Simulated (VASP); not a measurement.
# Mg4Se (P6/mmm) in VASP: further runs

The runs below take Mg4Se through single point, with PBE.

Everything below comes from runs of VASP 6.6.1. Logs are shortened: lines on timing, memory, paths and dates and some standing lists are left out, and cuts for length are marked.

### Step 1. The cell of the first run

Symmetry: P6/mmm, No. 191, hexagonal system. The conventional cell has a = 4.556 Å, b = 4.556 Å, c = 6.393 Å, α = 90.00°, β = 90.00°, γ = 120.00°. Mg (site symmetry -6m2) has 9 Mg at 2.63 to 2.83 Å within 3.5 Å. Mg (site symmetry 6mm) has 1 Mg at 2.11 Å and 1 Se at 2.14 Å within 2.8 Å. Within 2.8 Å of Se (site symmetry 6/mmm) lie 2 Mg at 2.14 Å.

### Step 2. Single point, PBE

INCAR

```
SYSTEM = Mg4Se
ALGO = Normal
EDIFF = 1E-6
ENCUT = 520
GGA = PE
ISIF = 2
ISMEAR = 0
LASPH = .TRUE.
LCHARG = .TRUE.
LELF = .TRUE.
LREAL = .FALSE.
LVHAR = .TRUE.
LWAVE = .FALSE.
NBANDS = 15
NELM = 80
PREC = Accurate
SIGMA = 0.1
```

KPOINTS

```
k-points
0
G
  6 6 4
  0 0 0
```

POSCAR

```
Mg4Se
1.0
    4.5564401000      0.0000000000      0.0000000000
   -2.2782200500      3.9459928800      0.0000000000
    0.0000000000      0.0000000000      6.3932558100
Mg Se
4 1
Direct
    0.3333333300      0.6666666700      0.0000000000
    0.6666666700      0.3333333300      0.0000000000
    0.0000000000      0.0000000000      0.8352945100
    0.0000000000      0.0000000000      0.1647054900
    0.0000000000      0.0000000000      0.5000000000
```

Potentials or basis: VASP PAW PBE potentials, release 64 (Mg, Se).

Launch:

```bash
$ cat potpaw_PBE.64/Mg/POTCAR potpaw_PBE.64/Se/POTCAR > POTCAR
$ mpirun -np 1 vasp_std > vasp.out
```

OUTCAR:

```text
SYSTEM = Mg4Se
   EDIFF = 1E-6
   ENCUT = 520
   GGA = PE
   ISIF = 2
   ISMEAR = 0
   LASPH = .TRUE.
   LREAL = .FALSE.
   NELM = 80
   PREC = Accurate

 ion  position               nearest neighbor table
   1  0.333  0.667  0.000-   2 2.63   2 2.63   2 2.63   4 2.83   3 2.83   4 2.83   3 2.83   4 2.83
                             3 2.83
   2  0.667  0.333  0.000-   1 2.63   1 2.63   1 2.63   4 2.83   3 2.83   3 2.83   4 2.83   3 2.83
                             4 2.83
   3  0.000  0.000  0.835-   4 2.11   5 2.14   1 2.83   2 2.83   2 2.83   1 2.83   2 2.83   1 2.83

   4  0.000  0.000  0.165-   3 2.11   5 2.14   1 2.83   2 2.83   2 2.83   1 2.83   2 2.83   1 2.83

   5  0.000  0.000  0.500-   3 2.14   4 2.14

  LATTYP: Found a hexagonal cell.
 ALAT       =     4.5564401000
 C/A-ratio  =     1.4031251744

  Lattice vectors:

 A1 = (   4.5564401000,   0.0000000000,   0.0000000000)
 A2 = (  -2.2782200500,   3.9459928800,   0.0000000000)
 A3 = (   0.0000000000,   0.0000000000,   6.3932558100)

Analysis of symmetry for initial positions (statically):
=====================================================================
 Subroutine PRICEL returns:
 Original cell was already a primitive cell.

 Routine SETGRP: Setting up the symmetry group for a
 hexagonal supercell.

 Subroutine GETGRP returns: Found 24 space group operations
 (whereof 24 operations were pure point group operations)
 out of a pool of 24 trial point group operations.

The static configuration has the point symmetry D_6h.

Analysis of symmetry for dynamics (positions and initial velocities):
=====================================================================
 Subroutine PRICEL returns:
 Original cell was already a primitive cell.

 Routine SETGRP: Setting up the symmetry group for a
 hexagonal supercell.

 Subroutine GETGRP returns: Found 24 space group operations
 (whereof 24 operations were pure point group operations)
 out of a pool of 24 trial point group operations.

The dynamic configuration has the point symmetry D_6h.

 Subroutine INISYM returns: Found 24 space group operations
 (whereof 24 operations are pure point group operations),
 and found     1 'primitive' translations

----------------------------------------------------------------------------------------

                                     Primitive cell

  volume of cell :     114.9487

  direct lattice vectors                    reciprocal lattice vectors
     4.556440100  0.000000000  0.000000000     0.219469581  0.126710822  0.000000000
    -2.278220050  3.945992880  0.000000000     0.000000000  0.253421643  0.000000000
     0.000000000  0.000000000  6.393255810     0.000000000  0.000000000  0.156414827

  length of vectors
     4.556440100  4.556440102  6.393255810     0.253421643  0.253421643  0.156414827

  position of ions in fractional coordinates (direct lattice)
     0.333333330  0.666666670  0.000000000
     0.666666670  0.333333330  0.000000000
     0.000000000  0.000000000  0.835294510
     0.000000000  0.000000000  0.164705490
     0.000000000  0.000000000  0.500000000

  ion indices of the primitive-cell ions
   primitive index   ion index
                 1           1
                 2           2
                 3           3
                 4           4
                 5           5

----------------------------------------------------------------------------------------

 KPOINTS: k-points

Automatic generation of k-mesh.
 Grid dimensions read from file:
 generate k-points for:    6    6    4

 Generating k-lattice:

  Cartesian coordinates                     Fractional coordinates (reciprocal lattice)
     0.036578264  0.021118470  0.000000000     0.166666667 -0.000000000  0.000000000
     0.000000000  0.042236941  0.000000000     0.000000000  0.166666667  0.000000000
     0.000000000  0.000000000  0.039103707     0.000000000  0.000000000  0.250000000

  Length of vectors
     0.042236941  0.042236941  0.039103707

  Shift w.r.t. Gamma in fractional coordinates (k-lattice)
     0.000000000  0.000000000  0.000000000

 Subroutine IBZKPT returns following result:
 ===========================================

 Found     21 irreducible k-points:

 Following reciprocal coordinates:
            Coordinates               Weight
  0.000000  0.000000  0.000000      1.000000
  0.166667 -0.000000  0.000000      6.000000
  0.333333  0.000000  0.000000      6.000000
  0.500000  0.000000  0.000000      3.000000
  0.166667  0.166667  0.000000      6.000000
  0.333333  0.166667  0.000000     12.000000
[... 13 lines left out ...]
  0.333333  0.166667  0.500000     12.000000
  0.333333  0.333333  0.500000      2.000000
   k-points           NKPTS =     21   k-points in BZ     NKDIM =     21   number of bands    NBANDS=     15
   number of dos      NEDOS =    301   number of ions     NIONS =      5
   total plane-waves  NPLWV =  62208
   dimension x,y,z NGX =    36 NGY =   36 NGZ =   48
   dimension x,y,z NGXF=    72 NGYF=   72 NGZF=   96
   ions per type =               4   1
   NGX,Y,Z   is equivalent  to a cutoff of  13.13, 13.13, 12.48 a.u.
   NGXF,Y,Z  is equivalent  to a cutoff of  26.27, 26.27, 24.96 a.u.
 SYSTEM =  Mg4Se
   PREC   = accura    normal or accurate (medium, high low for compatibility)
   ISTART =      0    job   : 0-new  1-cont  2-samecut
   ICHARG =      2    charge: 1-file 2-atom 10-const
   ISPIN  =      1    spin polarized calculation?
   LNONCOLLINEAR =      F non collinear calculations
   LSORBIT =      F    spin-orbit coupling
   LASPH  =      T    aspherical Exc in radial PAW
   ENCUT  =  520.0 eV  38.22 Ry    6.18 a.u.   8.47  8.47 11.89*2*pi/ulx,y,z
   NELM   =     80;   NELMIN=  2; NELMDL= -5     # of ELM steps
   EDIFF  = 0.1E-05   stopping-criterion for ELM
   LREAL  =      F    real-space projection
   EDIFFG = 0.1E-04   stopping-criterion for IOM
   NSW    =      0    number of steps for IOM
   IBRION =     -1    ionic relax: 0-MD 1-quasi-New 2-CG
   NFREE  =      0    steps in history (QN), initial steepest desc. (CG)
   ISIF   =      2    stress and relaxation
   ISYM   =      2    0-nonsym 1-usesym 2-fastsym
   POTIM  = 0.5000    time-step for ionic-motion
   TEBEG  =    0.0;   TEEND  =   0.0 temperature during run
   PSTRESS=    0.0 pullay stress
   NELECT =      14.0000    total number of electrons
   NUPDOWN=      -1.0000    fix difference up-down
   EMIN   =  10.00;   EMAX   =-10.00  energy-range for DOS
   EFERMI =   0.00;   METHOD = LEGACY
   ISMEAR =     0;   SIGMA  =   0.10  broadening in eV -4-tet -1-fermi 0-gaus
   EFERMI_NEDOS =   21; number of points for ismear=-14 and -15
   IALGO  =     38    algorithm
   IMIX   =      4    mixing-type and parameters
     AMIX     =   0.40;   BMIX     =  1.00
     AMIX_MAG =   1.60;   BMIX_MAG =  1.00
  volume/ion in A,a.u.               =      22.99       155.14
  Fermi-wavevector in a.u.,A,eV,Ry     =   0.811489  1.533493  8.959640  0.658515
  Thomas-Fermi vector in A             =   1.920858
   LORBIT       =      0    0 simple, 1 ext, 2 COOP (PROOUT), +10 PAW based schemes
   GGA     = PE    functional components
   LHFCALC =     F    Hartree Fock is set to
   AEXX    =    0.0000 exact exchange contribution
   IVDW    =     0    specifies the selected vdW correction
   LEPSILON=     F    determine dielectric tensor
   LRPA    =     F    only Hartree local field effects (RPA)
 non-spin polarized calculation
 Gauss-broadening in eV      SIGMA  =   0.10
  energy-cutoff  :      520.00
  volume of cell :      114.95
 maximum number of plane-waves:      3125
 NGX is ok and might be reduce to    36
   NGX = 17   NGY = 17   NGZ = 23

 number of electron      14.0000000 magnetization

 Free energy of the ion-electron system (eV)
  ---------------------------------------------------
  ext. energy  EPLUGINS =         0.00000000
  ---------------------------------------------------
  free energy    TOTEN  =        -5.47420813 eV

  energy without entropy =       -5.46055379  energy(sigma->0) =       -5.46738096

 E-fermi :   2.4520     XC(G=0):  -8.2576

 val. band max:        2.4479175435   @ k =   0.1667  -0.0000   0.2500
 cond. band min:       2.4891187523   @ k =   0.1667  -0.0000   0.2500
 fundamental gap:      0.0412012088
 Fermi energy:         2.4519914934

 k-point     1 :       0.0000    0.0000    0.0000
  band No.  band energies     occupation
      1     -10.2365      2.00000
      2      -4.4836      2.00000
      3      -2.2535      2.00000
      4       0.9633      2.00000
      5       0.9633      2.00000
      6       2.9443      0.00000
      7       3.4712      0.00000
      8       3.4712      0.00000
      9       3.7353      0.00000
     10       3.7353      0.00000
     11       4.6538      0.00000
     12       7.5640      0.00000
     13       7.5793      0.00000
     14       7.5793      0.00000
     15       7.9585      0.00000

 k-point     2 :       0.1667   -0.0000    0.0000
  band No.  band energies     occupation
      1     -10.2012      2.00000
      2      -4.2454      2.00000
      3      -2.1254      2.00000
      4       0.3567      2.00000
      5       0.7910      2.00000
      6       2.0338      2.00000
      7       2.6952      0.00058
      8       2.8432      0.00000
      9       3.7450      0.00000
     10       5.0794      0.00000
     11       5.6196      0.00000
     12       6.4574      0.00000
     13       6.8461      0.00000
     14       8.4249      0.00000
     15       8.6554      0.00000
[... 311 lines left out ...]
      3      -1.6393      2.00000
      4      -0.4246      2.00000
      5      -0.2979      2.00000
      6       0.4129      2.00000
      7       0.4480      2.00000
      8       3.3765      0.00000
      9       4.7364      0.00000
     10       4.7885      0.00000
     11       6.1135      0.00000
     12       7.0630      0.00000
     13       7.6337      0.00000
     14       8.7420      0.00000
     15       8.8499      0.00000

 k-point    21 :       0.3333    0.3333    0.5000
  band No.  band energies     occupation
      1     -10.0525      2.00000
      2      -2.9158      2.00000
      3      -1.4011      2.00000
      4      -1.4011      2.00000
      5      -0.1295      2.00000
      6      -0.1295      2.00000
      7       0.1698      2.00000
      8       4.5311      0.00000
      9       4.6894      0.00000
     10       4.6894      0.00000
     11       7.0494      0.00000
     12       7.0494      0.00000
     13       7.2551      0.00000
     14       8.0105      0.00000
     15       8.0105      0.00000

------------------------ aborting loop because EDIFF is reached ----------------------------------------

  FORCE on cell =-STRESS in cart. coord.  units (eV):
  Direction    XX          YY          ZZ          XY          YZ          ZX
  --------------------------------------------------------------------------------------
  -------------------------------------------------------------------------------------
  Total       11.6039201     11.6039201     26.4358603      0.0000000     -0.0000000     -0.0000000
  in kB      161.7377014    161.7377016    368.4681775      0.0000000     -0.0000000     -0.0000000
  external PRESSURE =     230.6478602 kB  Pullay stress =       0.0000000 kB

 VOLUME and BASIS-vectors are now :
 -----------------------------------------------------------------------------
  energy-cutoff  :      520.00
  volume of cell :      114.95
      direct lattice vectors                 reciprocal lattice vectors
     4.556440100  0.000000000  0.000000000     0.219469581  0.126710822  0.000000000
    -2.278220050  3.945992880  0.000000000     0.000000000  0.253421643  0.000000000
     0.000000000  0.000000000  6.393255810     0.000000000  0.000000000  0.156414827

 POSITION                                       TOTAL-FORCE (eV/Angst)
 -----------------------------------------------------------------------------------
     -0.00000      2.63066      0.00000         0.000000     -0.000000      0.000000
      2.27822      1.31533      0.00000        -0.000000      0.000000      0.000000
      0.00000      0.00000      5.34025         0.000000     -0.000000     -1.791051
      0.00000      0.00000      1.05300         0.000000      0.000000      1.791051
      0.00000      0.00000      3.19663         0.000000     -0.000000      0.000000
 -----------------------------------------------------------------------------------
    total drift:                               -0.000000      0.000000     -0.000000

  FREE ENERGIE OF THE ION-ELECTRON SYSTEM (eV)
  ---------------------------------------------------
  free  energy   TOTEN  =        -5.4742081329 eV

  energy  without entropy=       -5.4605537921  energy(sigma->0) =       -5.46738096
```

Wall time 27 s (1 thread of Intel Xeon Platinum 8488C (Sapphire Rapids), shared host); peak memory 0.25 GiB.

What came out:

```
Free energy            : -5.4742 eV
Pressure               : 23.1 GPa
Largest force          : 1.791 eV/Å
Band gap on the k mesh : zero (band 7 reaches 3.47 eV, above the bottom of band 8 at 2.19 eV)
```

Forces on the atoms (eV/Å):
```
Mg   0.000  0.000  0.000
Mg   0.000  0.000  0.000
Mg   0.000  0.000 -1.791
Mg   0.000  0.000  1.791
Se   0.000  0.000  0.000
```

Caveat: forces of over 1 eV/Å act on the atoms, so gaps and moduli don't describe the material at rest.

(Continued in part 2 of 2.)
